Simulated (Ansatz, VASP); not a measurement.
**Two plane-wave programs on RbBr**

```
CELL_PARAMETERS angstrom
4.12793 0.03364 0.00000
0.03364 4.12793 0.00000
0.00000 0.00000 4.12793
ATOMIC_POSITIONS crystal
Rb 0.00000 0.00000 0.00000
Br 0.50000 0.50000 0.50000
```

Change from the starting cell: shear_xy strain +1.6%.

Alike in both runs: task single point; functional HSE06; k mesh 4 × 4 × 4; no spin polarisation.

|  | VASP | Ansatz |
| --- | --- | --- |
| version | VASP 6.6.1 | Ansatz 0.2.0 |
| potentials or method | VASP PAW PBE potentials, release 64 (Rb_sv, Br) | plane waves, PAW |
| plane-wave cutoff (eV) | 520 | 420 |
| occupations | gaussian, width 0.01 eV | fixed |
| valence electrons in the cell | 16 | 16 |

```tsv
	VASP	Ansatz	Ansatz less VASP
gap on the k mesh at the Fermi level (eV)	5.26	5.26	-0.001
pressure (GPa)	0.4	0.4	0.00
traceless stress, the component that is largest in VASP (GPa)	-0.10	-0.10	0.000
```

Ansatz's warnings: stress exchange threshold loose, stress scf threshold loose.
